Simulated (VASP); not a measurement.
Wanted: the native input for a VASP 6.6.1 run.

```yaml
Task: single point
Functional: LDA
Potentials_or_basis: VASP PAW LDA potentials, release 64 (Li_sv, H, F)
Cutoff: 520 eV
k_mesh: 9 × 9 × 9
Occupations: gaussian, width 0.05 eV
Spin: no spin polarisation
Dipole_correction: no
Further_INCAR_settings: ALGO = Normal; EDIFF = 1e-06; NBANDS = 17
```

The structure of LiHF2 lies in POSCAR:

```
LiHF2
1.0
    1.4644299828      0.8454890448      4.1997227031
   -1.4644299828      0.8454890448      4.1997227031
    0.0000000000     -1.6909780896      4.1997227031
Li H F
1 1 2
Direct
    0.0000000000      0.0000000000      0.0000000000
    0.5000000000      0.5000000000      0.5000000000
    0.4125119035      0.4125119035      0.4125119035
    0.5874880965      0.5874880965      0.5874880965
```

This cell differs from its parent crystal: strain +0.015 along x and y, -0.030 along z.

One way to write it, as run:

INCAR

```
SYSTEM = LiHF2
PREC = Accurate
ENCUT = 520
EDIFF = 1E-6
ISMEAR = 0
SIGMA = 0.05
LREAL = .FALSE.
LASPH = .TRUE.
NELM = 80
ALGO = Normal
ISIF = 2
LWAVE = .FALSE.
LCHARG = .FALSE.
GGA = CA
NBANDS = 17
```

KPOINTS

```
regular mesh
0
G
  9 9 9
  0 0 0
```

Potentials or basis: VASP PAW LDA potentials, release 64 (Li_sv, H, F).

The run is started by

```sh
$ cat potpaw_LDA.64/Li_sv/POTCAR potpaw_LDA.64/H/POTCAR potpaw_LDA.64/F/POTCAR > POTCAR
$ mpirun -np 1 vasp_std > vasp.out
```

It gave:

```json
{"Largest force": "1.057 eV/Å", "Band gap on the k mesh": "8.33 eV, indirect (least direct gap 8.45 eV)"}
```

Caveat: the cell differs from its parent crystal (strain +0.015 along x and y, -0.030 along z); forces of over 1 eV/Å act on the atoms, so gaps and moduli don't describe the material at rest.

Wall time 44 s on 1 thread of Intel(R) Xeon(R) Platinum 8488C (Sapphire Rapids) (shared host), peak memory 0.18 GiB.
